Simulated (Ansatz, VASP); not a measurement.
# Si2W: VASP beside Ansatz

```
Si W
1.0
    -1.54934    1.54934    4.10761
     1.54934   -1.54934    4.10761
     1.54934    1.54934   -4.10761
Si W
2 1
Direct
  0.32395 0.32395 0.00000
  0.67605 0.67605 0.00000
  0.00000 0.00000 0.00000
```

Alike in both runs: task single point; functional LDA; k mesh 18 × 18 × 18; occupations gaussian, width 0.15 eV; no spin polarisation.

|  | VASP | Ansatz |
| --- | --- | --- |
| version | VASP 6.6.1 | Ansatz 0.2.0 |
| potentials or method | VASP PAW LDA potentials, release 64 (Si, W_sv), cutoff 520 eV | scalar-relativistic, plane waves, PAW |
| valence electrons in the cell | 22 | 22 |

VASP gave:

```
gap on the k mesh at the Fermi level (eV)                     : none
pressure (GPa)                                                : -0.8
traceless stress, the component that is largest in VASP (GPa) : -20.70
rms of the force components (eV/Å)                            : 0.637
```

Question: Estimate Ansatz's values.

Answer: gap on the k mesh at the Fermi level (eV): none; pressure (GPa): -1.4; traceless stress, the component that is largest in VASP (GPa): -20.74; rms of the force components (eV/Å): 0.645.

Ansatz warns that its potentials were made for another functional, while VASP's fit it. LDA's correlation is that of Perdew and Zunger in VASP and of Perdew and Wang (1992) in Ansatz. Atom by atom the forces differ by 0.008 eV/Å (rms over components). A gap of «none» marks a metal or a gap that the smearing closes.

Spin-orbit coupling is off throughout.
